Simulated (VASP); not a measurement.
Li2RuN2: relaxation of cell and atoms with BLYP

Li2RuN2:

```
Ru N Li
1.0
     3.16423    0.00000    0.00000
    -1.58212    2.74031    0.00000
     0.00000    0.00000    5.21145
Ru N Li
1 2 2
Direct
  0.00000 0.00000 0.00000
  0.33333 0.66667 0.21301
  0.66667 0.33333 0.78699
  0.33333 0.66667 0.63982
  0.66667 0.33333 0.36018
```

```yaml
Program: VASP 6.6.1
Task: relaxation of cell and atoms
Functional: BLYP
Potentials_or_basis: VASP PAW PBE potentials, release 64 (Ru_pv, N, Li_sv)
Cutoff: 600 eV
k_mesh: 10 × 10 × 5
Occupations: fermi-dirac, width 0.05 eV
Spin: no spin polarisation
Dipole_correction: no
Further_INCAR_settings: ALGO = Normal; EDIFF = 1e-06; IBRION = 2; EDIFFG = -0.01; NSW = 60; ISIF = 3
```

The relaxed volume is 9.22 Å³/atom and the relaxed cell is a = 3.187 Å, b = 3.187 Å, c = 5.239 Å, α = 90.00°, β = 90.00°, γ = 120.00°. The space group after relaxing (to 0.05 Å) is P-3m1 (No. 164). The energy gained by relaxing is 2.8 meV/atom. The ionic steps are 6. The pressure after relaxing is 0.1 GPa and the largest force after relaxing is 0.010 eV/Å. The band gap on the k mesh is zero (band 15 reaches 7.24 eV, above the bottom of band 16 at 6.85 eV).

Forces on the atoms (eV/Å):
```
Ru   0.000  0.000  0.000
N    0.000  0.000 -0.010
N    0.000  0.000  0.010
Li   0.000  0.000  0.006
Li   0.000  0.000 -0.006
```

Step by step:
| step | energy change (eV) | largest force (eV/Å) | pressure (GPa) | volume (Å³) |
| --- | --- | --- | --- | --- |
| 1 | 0.0000 | 0.2829 | 4.05 | 45.19 |
| 2 | -0.0089 | 0.1429 | -2.36 | 46.70 |
| 3 | -0.0141 | 0.0383 | -0.05 | 46.12 |
| 4 | -0.0140 | 0.0375 | 0.00 | 46.10 |
| 5 | -0.0142 | 0.0237 | 0.06 | 46.09 |
| 6 | -0.0142 | 0.0096 | 0.11 | 46.08 |

Final structure:
```
Ru N Li
1.0
     3.18693    0.00000    0.00000
    -1.59346    2.75996    0.00000
     0.00000    0.00000    5.23875
Ru N Li
1 2 2
Direct
  0.00000 0.00000 0.00000
  0.33333 0.66667 0.21488
  0.66667 0.33333 0.78512
  0.33333 0.66667 0.64056
  0.66667 0.33333 0.35944
```

Levels at points of the mesh, in eV from the Fermi level:
| k point | band 13 | band 14 | band 15 | band 16 | band 17 | band 18 |
| --- | --- | --- | --- | --- | --- | --- |
| (0.00, 0.00, 0.00) | -1.18 | -1.18 | -1.16 | -0.34 | 3.07 | 3.07 |
| (0.50, 0.00, 0.00) | -2.50 | -1.32 | -0.57 | 0.07 | 3.05 | 3.34 |

Wall time 4 min on 1 thread of Intel Xeon 6975P-C, on a shared host, peak memory 0.23 GiB.

Caveat: the cutoff is under 1.25 times the usual one of these potentials, so pressure, stress and relaxed cells hold a basis-set (Pulay) error; the PAW data sets were made with another functional, which shifts forces and pressure a little.
